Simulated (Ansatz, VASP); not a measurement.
Se: VASP beside Ansatz

The input INCAR:

```
PREC     = Accurate       # precision mode
ENCUT    = 520            # plane-wave cutoff, eV
EDIFF    = 1E-6           # SCF threshold, eV
ISMEAR   = -1             # smearing method
SIGMA    = 0.1            # smearing width, eV
LREAL    = False          # projectors in reciprocal space
LASPH    = True           # aspherical terms in the spheres
NELM     = 60             # most SCF steps
ALGO     = Normal         # electronic algorithm
ISIF     = 2              # what is computed and relaxed
LWAVE    = False          # write WAVECAR
LCHARG   = False          # write CHGCAR
GGA      = RE             # functional
NBANDS   = 9              # bands
```

Contents of KPOINTS:

```
regular mesh
0
Gamma
  14 14 14
```

POSCAR

```
Se
1.0
    0.0000000000      2.2135319435      2.2135319435
    2.2135319435      0.0000000000      2.2135319435
    2.2135319435      2.2135319435      0.0000000000
Se
1
Direct
    0.0000000000      0.0000000000      0.0000000000
```

Input for Ansatz:

```yaml
crystal:
  lattice:
    - [0.0, 2.2135319435, 2.2135319435]
    - [2.2135319435, 0.0, 2.2135319435]
    - [2.2135319435, 2.2135319435, 0.0]
  atoms:
    - { symbol: Se, position: [0.0, 0.0, 0.0] }
hamiltonian:
  xc: revpbe
  pseudopotentials:
    kind: paw
    azcp:
      Se: "pseudopotentials/Se.paw.azcp"
basis:
  ecutwfc: 420
  fft_grid_basis: typed
kpoints:
  mp_grid: { grid: [14, 14, 14], shift: [0, 0, 0] }
magnetization:
  spin_polarized: false
scf:
  occupations: { method: fermi_dirac, width: 0.1 }
  lower_state_search: "off"
output:
  stress: true
```

Alike in both runs: task single point; functional revPBE; k mesh 14 × 14 × 14; occupations fermi-dirac, width 0.1 eV; no spin polarisation.

```csv
,VASP,Ansatz
version,VASP 6.6.1,Ansatz 0.2.0
potentials or method,"VASP PAW PBE potentials, release 64 (Se), cutoff 520 eV","plane waves (420 eV) with PAW, scalar-relativistic"
valence electrons in the cell,6,16
```

|  | VASP | Ansatz | Ansatz less VASP |
| --- | --- | --- | --- |
| pressure (GPa) | -2.3 | -2.3 | +0.05 |

VASP's potentials were made for PBE, not for revPBE. The functional is the same, so the differences come from potentials, cutoffs and numerics. VASP's potentials hold 6 valence electrons a cell and Ansatz's 16, so a difference there can come from the potentials and not from the codes.
